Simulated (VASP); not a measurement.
# Zn (Im-3m) in VASP: single point with PBEsol

Aim: the single point of Zn with PBEsol.

Program: VASP 6.6.1. These are calculated values, not measurements. Logs are shortened: lines on timing, memory, paths and dates and some standing lists are left out, and cuts for length are marked.

## Step 1: The cell of the first run

It takes space group Im-3m (No. 229, cubic). The conventional cell has a = 3.049 Å, b = 3.049 Å, c = 3.049 Å, α = 90.00°, β = 90.00°, γ = 90.00°. Within 3.5 Å of Zn (site symmetry m-3m) lie 14 Zn at 2.64 to 3.05 Å.

This isn't the form of Zn at room conditions, which is hcp.

## Step 2: Single point, PBEsol

Contents of POSCAR:

```
Zn
1.0
   -1.5244180000      1.5244180000      1.5244180000
    1.5244180000     -1.5244180000      1.5244180000
    1.5244180000      1.5244180000     -1.5244180000
Zn
1
Direct
    0.0000000000      0.0000000000      0.0000000000
```

Contents of INCAR.step1:

```
SYSTEM = Zn
PREC = Accurate
ENCUT = 400
EDIFF = 1E-6
ISMEAR = -1
SIGMA = 0.0738
LREAL = .False.
LASPH = .True.
NELM = 120
ALGO = Normal
ISIF = 2
LWAVE = .False.
LCHARG = .True.
GGA = PS
NBANDS = 12
GGA_COMPAT = .False.
NEDOS = 2001
LORBIT = 11
```

Contents of KPOINTS.step1:

```
Automatic mesh
0
Gamma
  15 15 15
  0 0 0
```

Contents of INCAR.step2:

```
SYSTEM = Zn
PREC = Accurate
ENCUT = 400
EDIFF = 1E-6
ISMEAR = -5
SIGMA = 0.0738
LREAL = .False.
LASPH = .True.
NELM = 120
ALGO = Normal
ISIF = 2
LWAVE = .False.
LCHARG = .False.
GGA = PS
LORBIT = 10
NEDOS = 2001
ICHARG = 11
GGA_COMPAT = .False.
```

Contents of KPOINTS.step2:

```
Automatic mesh
0
Gamma
  23 23 23
  0 0 0
```

Potentials or basis: VASP PAW PBE potentials, release 64 (Zn).

The run is started by

```sh
cat potpaw_PBE.64/Zn/POTCAR > POTCAR
cp INCAR.step1 INCAR
cp KPOINTS.step1 KPOINTS
mpirun -np 1 vasp_std > vasp.out
cp INCAR.step2 INCAR
cp KPOINTS.step2 KPOINTS
mpirun -np 1 vasp_std > vasp.out
```

OUTCAR:

```text
SYSTEM = Zn
   PREC = Accurate
   ENCUT = 400
   EDIFF = 1E-6
   ISMEAR = -5
   LREAL = .False.
   LASPH = .True.
   NELM = 120
   ISIF = 2
   GGA = PS
   LORBIT = 10
   ICHARG = 11

 ion  position               nearest neighbor table
   1  0.000  0.000  0.000-

  LATTYP: Found a body centered cubic cell.
 ALAT       =     3.0488360000

  Lattice vectors:

 A1 = (  -1.5244180000,   1.5244180000,   1.5244180000)
 A2 = (   1.5244180000,  -1.5244180000,   1.5244180000)
 A3 = (   1.5244180000,   1.5244180000,  -1.5244180000)

Analysis of symmetry for initial positions (statically):
=====================================================================
 Subroutine PRICEL returns:
 Original cell was already a primitive cell.

 Routine SETGRP: Setting up the symmetry group for a
 body centered cubic supercell.

 Subroutine GETGRP returns: Found 48 space group operations
 (whereof 48 operations were pure point group operations)
 out of a pool of 48 trial point group operations.

The static configuration has the point symmetry O_h .

Analysis of symmetry for dynamics (positions and initial velocities):
=====================================================================
 Subroutine PRICEL returns:
 Original cell was already a primitive cell.

 Routine SETGRP: Setting up the symmetry group for a
 body centered cubic supercell.

 Subroutine GETGRP returns: Found 48 space group operations
 (whereof 48 operations were pure point group operations)
 out of a pool of 48 trial point group operations.

The dynamic configuration has the point symmetry O_h .

 Subroutine INISYM returns: Found 48 space group operations
 (whereof 48 operations are pure point group operations),
 and found     1 'primitive' translations

----------------------------------------------------------------------------------------

                                     Primitive cell

  volume of cell :      14.1701

  direct lattice vectors                    reciprocal lattice vectors
    -1.524418000  1.524418000  1.524418000     0.000000000  0.327994028  0.327994028
     1.524418000 -1.524418000  1.524418000     0.327994028  0.000000000  0.327994028
     1.524418000  1.524418000 -1.524418000     0.327994028  0.327994028  0.000000000

  length of vectors
     2.640369428  2.640369428  2.640369428     0.463853603  0.463853603  0.463853603

  position of ions in fractional coordinates (direct lattice)
     0.000000000  0.000000000  0.000000000

  ion indices of the primitive-cell ions
   primitive index   ion index
                 1           1

----------------------------------------------------------------------------------------

 KPOINTS: Automatic mesh

Automatic generation of k-mesh.
 Grid dimensions read from file:
 generate k-points for:   23   23   23

 Generating k-lattice:

  Cartesian coordinates                     Fractional coordinates (reciprocal lattice)
     0.000000000  0.014260610  0.014260610     0.043478261  0.000000000  0.000000000
     0.014260610  0.000000000  0.014260610     0.000000000  0.043478261  0.000000000
     0.014260610  0.014260610  0.000000000     0.000000000  0.000000000  0.043478261

  Length of vectors
     0.020167548  0.020167548  0.020167548

  Shift w.r.t. Gamma in fractional coordinates (k-lattice)
     0.000000000  0.000000000  0.000000000

 TETIRR: Found  14515 inequivalent tetrahedra from    73002

 Subroutine IBZKPT returns following result:
 ===========================================

 Found    364 irreducible k-points:

 Following reciprocal coordinates:
            Coordinates               Weight
  0.000000  0.000000  0.000000      1.000000
  0.043478  0.000000  0.000000     12.000000
  0.086957  0.000000  0.000000     12.000000
  0.130435  0.000000  0.000000     12.000000
  0.173913  0.000000  0.000000     12.000000
  0.217391  0.000000  0.000000     12.000000
[... 16 lines left out ...]
  0.478261  0.043478  0.000000     24.000000
  0.086957  0.086957  0.000000     24.000000
 [... further k-points ...]
   k-points           NKPTS =    364   k-points in BZ     NKDIM =    364   number of bands    NBANDS=     10
   number of dos      NEDOS =   2001   number of ions     NIONS =      1
   total plane-waves  NPLWV =   5832
   dimension x,y,z NGX =    18 NGY =   18 NGZ =   18
   dimension x,y,z NGXF=    36 NGYF=   36 NGZF=   36
   ions per type =               1
   NGX,Y,Z   is equivalent  to a cutoff of  11.33, 11.33, 11.33 a.u.
   NGXF,Y,Z  is equivalent  to a cutoff of  22.67, 22.67, 22.67 a.u.
 SYSTEM =  Zn
   PREC   = accura    normal or accurate (medium, high low for compatibility)
   ISTART =      0    job   : 0-new  1-cont  2-samecut
   ICHARG =     11    charge: 1-file 2-atom 10-const
   ISPIN  =      1    spin polarized calculation?
   LNONCOLLINEAR =      F non collinear calculations
   LSORBIT =      F    spin-orbit coupling
   LASPH  =      T    aspherical Exc in radial PAW
   ENCUT  =  400.0 eV  29.40 Ry    5.42 a.u.   4.31  4.31  4.31*2*pi/ulx,y,z
   NELM   =    120;   NELMIN=  2; NELMDL=  0     # of ELM steps
   EDIFF  = 0.1E-05   stopping-criterion for ELM
   LREAL  =      F    real-space projection
   EDIFFG = 0.1E-04   stopping-criterion for IOM
   NSW    =      0    number of steps for IOM
   IBRION =     -1    ionic relax: 0-MD 1-quasi-New 2-CG
   NFREE  =      0    steps in history (QN), initial steepest desc. (CG)
   ISIF   =      2    stress and relaxation
   ISYM   =      2    0-nonsym 1-usesym 2-fastsym
   POTIM  = 0.5000    time-step for ionic-motion
   TEBEG  =    0.0;   TEEND  =   0.0 temperature during run
   PSTRESS=    0.0 pullay stress
   NELECT =      12.0000    total number of electrons
   NUPDOWN=      -1.0000    fix difference up-down
   EMIN   =  10.00;   EMAX   =-10.00  energy-range for DOS
   EFERMI =   0.00;   METHOD = LEGACY
   ISMEAR =    -5;   SIGMA  =   0.07  broadening in eV -4-tet -1-fermi 0-gaus
   EFERMI_NEDOS =   21; number of points for ismear=-14 and -15
   IALGO  =     38    algorithm
   IMIX   =      4    mixing-type and parameters
     AMIX     =   0.40;   BMIX     =  1.00
     AMIX_MAG =   1.60;   BMIX_MAG =  1.00
  volume/ion in A,a.u.               =      14.17        95.62
  Fermi-wavevector in a.u.,A,eV,Ry     =   1.548856  2.926914 32.639784  2.398956
  Thomas-Fermi vector in A             =   2.653747
   LORBIT       =     10    0 simple, 1 ext, 2 COOP (PROOUT), +10 PAW based schemes
   GGA     = PS    functional components
   LHFCALC =     F    Hartree Fock is set to
   AEXX    =    0.0000 exact exchange contribution
   IVDW    =     0    specifies the selected vdW correction
   LEPSILON=     F    determine dielectric tensor
   LRPA    =     F    only Hartree local field effects (RPA)
 non-spin polarized calculation
 Fermi weights with tetrahedron method with Bloechl corrections
  energy-cutoff  :      400.00
  volume of cell :       14.17
 maximum number of plane-waves:       267
 NGX is ok and might be reduce to    18

 number of electron      11.9999976 magnetization

 Free energy of the ion-electron system (eV)
  ---------------------------------------------------
  ext. energy  EPLUGINS =         0.00000000
  ---------------------------------------------------
  free energy    TOTEN  =        -1.49073919 eV

  energy without entropy =       -1.49073919  energy(sigma->0) =       -1.49073919

 E-fermi :   3.6887     XC(G=0): -12.0914

 val. band max:        3.7331411230   @ k =   0.3478   0.3043   0.0000
 cond. band min:       3.5276046165   @ k =  -0.4783  -0.4783   0.1739
 fundamental gap:     -0.2055365066
 Fermi energy:         3.6886831564

 k-point     1 :       0.0000    0.0000    0.0000
  band No.  band energies     occupation
      1      -7.5151      2.00000
      2      -4.4143      2.00000
      3      -4.4143      2.00000
      4      -4.4143      2.00000
      5      -3.8354      2.00000
      6      -3.8354      2.00000
      7      23.9616      0.00000
      8      23.9616      0.00000
      9      23.9944      0.00000
     10      25.0508      0.00000

 k-point     2 :       0.0435    0.0000    0.0000
  band No.  band energies     occupation
      1      -7.4515      2.00000
      2      -4.4210      2.00000
      3      -4.4130      2.00000
      4      -4.3979      2.00000
      5      -3.8419      2.00000
      6      -3.8349      2.00000
      7      22.8256      0.00000
      8      23.3725      0.00000
      9      23.5966      0.00000
     10      24.4279      0.00000

 k-point     3 :       0.0870    0.0000    0.0000
  band No.  band energies     occupation
      1      -7.2625      2.00000
      2      -4.4407      2.00000
      3      -4.4089      2.00000
      4      -4.3494      2.00000
      5      -3.8595      2.00000
      6      -3.8335      2.00000
      7      20.5589      0.00000
      8      22.2562      0.00000
      9      22.6644      0.00000
     10      23.7021      0.00000

 k-point     4 :       0.1304    0.0000    0.0000
  band No.  band energies     occupation
      1      -6.9535      2.00000
      2      -4.4717      2.00000
      3      -4.4011      2.00000
      4      -4.2719      2.00000
      5      -3.8826      2.00000
      6      -3.8315      2.00000
      7      18.2068      0.00000
      8      21.0812      0.00000
      9      21.6121      0.00000
     10      22.8596      0.00000
[... 222 lines left out ...]
 k-point    22 :       0.4348    0.0435    0.0000
  band No.  band energies     occupation
      1      -5.1842      2.00000
      2      -4.7609      2.00000
      3      -3.8697      2.00000
      4      -3.8077      2.00000
      5      -3.4856      2.00000
      6      -0.0737      2.00000
      7       3.5626      1.20700
      8      15.1097      0.00000
      9      16.4558      0.00000
     10      20.1768      0.00000

 k-point    23 :       0.4783    0.0435    0.0000
  band No.  band energies     occupation
      1      -5.1894      2.00000
      2      -4.7675      2.00000
      3      -3.8657      2.00000
      4      -3.8072      2.00000
      5      -3.4648      2.00000
      6       0.6143      2.00000
      7       2.7494      2.03944
      8      15.0287      0.00000
      9      16.3863      0.00000
     10      20.1308      0.00000

 k-point    24 :       0.0870    0.0870    0.0000
  band No.  band energies     occupation
      1      -6.7716      2.00000
      2      -4.4668      2.00000
      3      -4.4368      2.00000
      4      -4.2084      2.00000
      5      -3.8998      2.00000
      6      -3.8238      2.00000
      7      18.3078      0.00000
      8      18.3697      0.00000
      9      20.7171      0.00000
     10      23.7431      0.00000

 [... further k-points ...]

------------------------ aborting loop because EDIFF is reached ----------------------------------------

  FORCE on cell =-STRESS in cart. coord.  units (eV):
  Direction    XX          YY          ZZ          XY          YZ          ZX
  --------------------------------------------------------------------------------------
  -------------------------------------------------------------------------------------
  Total       -0.1686072     -0.1686072     -0.1686072      0.0000000      0.0000000     -0.0000000
  in kB      -19.0640218    -19.0640218    -19.0640218      0.0000000      0.0000000     -0.0000000
  external PRESSURE =     -19.0640218 kB  Pullay stress =       0.0000000 kB

 VOLUME and BASIS-vectors are now :
 -----------------------------------------------------------------------------
  energy-cutoff  :      400.00
  volume of cell :       14.17
      direct lattice vectors                 reciprocal lattice vectors
    -1.524418000  1.524418000  1.524418000     0.000000000  0.327994028  0.327994028
     1.524418000 -1.524418000  1.524418000     0.327994028  0.000000000  0.327994028
     1.524418000  1.524418000 -1.524418000     0.327994028  0.327994028  0.000000000

 POSITION                                       TOTAL-FORCE (eV/Angst)
 -----------------------------------------------------------------------------------
      0.00000      0.00000      0.00000        -0.000000      0.000000     -0.000000
 -----------------------------------------------------------------------------------
    total drift:                                0.000000     -0.000000      0.000000

  FREE ENERGIE OF THE ION-ELECTRON SYSTEM (eV)
  ---------------------------------------------------
  free  energy   TOTEN  =        -1.4907391937 eV

  energy  without entropy=       -1.4907391937  energy(sigma->0) =       -1.49073919

 total charge

# of ion       s       p       d       tot
------------------------------------------
    1        0.604   0.475   9.730  10.809
```

Run time: 59 s. Hardware: 1 thread of Intel Xeon 8259CL, shared host; peak memory 0.16 GiB.

Results:

- Valence electrons inside the program's atomic spheres: Zn 10.81

Levels at points of the mesh, in eV from the Fermi level:
```csv
k point,band 3,band 4,band 5,band 6,band 7,band 8,band 9,band 10
"(0.00, 0.00, 0.00)",-8.10,-8.10,-7.52,-7.52,20.27,20.27,20.31,21.36
```

Caveat: the PAW data sets were made with another functional, which shifts forces and pressure a little.
